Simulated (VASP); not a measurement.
Wanted: the native input for a VASP 6.6.1 run.

```
Task                   : relaxation of cell and atoms
Functional             : PBE
Potentials or basis    : VASP PAW PBE potentials, release 64 (Pt)
Cutoff                 : 600 eV
k mesh                 : 6 × 6 × 4
Occupations            : gaussian, width 0.1 eV
Spin                   : no spin polarisation
Dipole correction      : no
Further INCAR settings : ALGO = Normal; EDIFF = 1e-06; IBRION = 2; EDIFFG = -0.04; NSW = 90; ISIF = 3
```

The structure of Pt lies in POSCAR:

```
Pt
1.0
    3.6656485145      0.0000000000      0.0000000000
   -1.8328242573      3.1745447349      0.0000000000
    0.0000000000      0.0000000000      4.1588009468
Pt
3
Direct
    0.2254000000      0.0000000000      0.3333333333
    0.0000000000      0.2254000000      0.6666666667
    0.7746000000      0.7746000000      0.0000000000
```

The input as run:

INCAR

```
ALGO = Normal
EDIFF = 1E-6
EDIFFG = -0.04
ENCUT = 600
GGA = PE
IBRION = 2
ISIF = 3
ISMEAR = 0
LASPH = True
LCHARG = False
LREAL = False
LWAVE = False
NELM = 100
NSW = 90
PREC = Accurate
SIGMA = 0.1
```

KPOINTS

```
k-points
0
Gamma
  6 6 4
```

Potentials or basis: VASP PAW PBE potentials, release 64 (Pt).

Launch:

```sh
$ cat potpaw_PBE.64/Pt/POTCAR > POTCAR
$ mpirun -np 1 vasp_std > vasp.out
```

It gave:

```
Relaxed volume                        : 18.04 Å³/atom
Relaxed cell                          : a = 3.733 Å, b = 3.733 Å, c = 4.482 Å, α = 90.00°, β = 90.00°, γ = 120.00°
Space group after relaxing (to 0.1 Å) : Pm-3m (No. 221)
Pressure after relaxing               : -0.1 GPa
Largest force after relaxing          : 0.007 eV/Å
Band gap on the k mesh                : zero (bands 15 and 16 overlap by 0.75 eV)
```

Caveat: the k points lie up to 0.35 Å⁻¹ apart in the final cell, too coarse for converged energies and pressures of a metal; spin-orbit coupling is left out, which moves the levels of the heavy elements.

It took 2.2 min on 1 thread of Intel(R) Xeon(R) 6975P-C (Granite Rapids), on a shared host, peak memory 0.2 GiB.
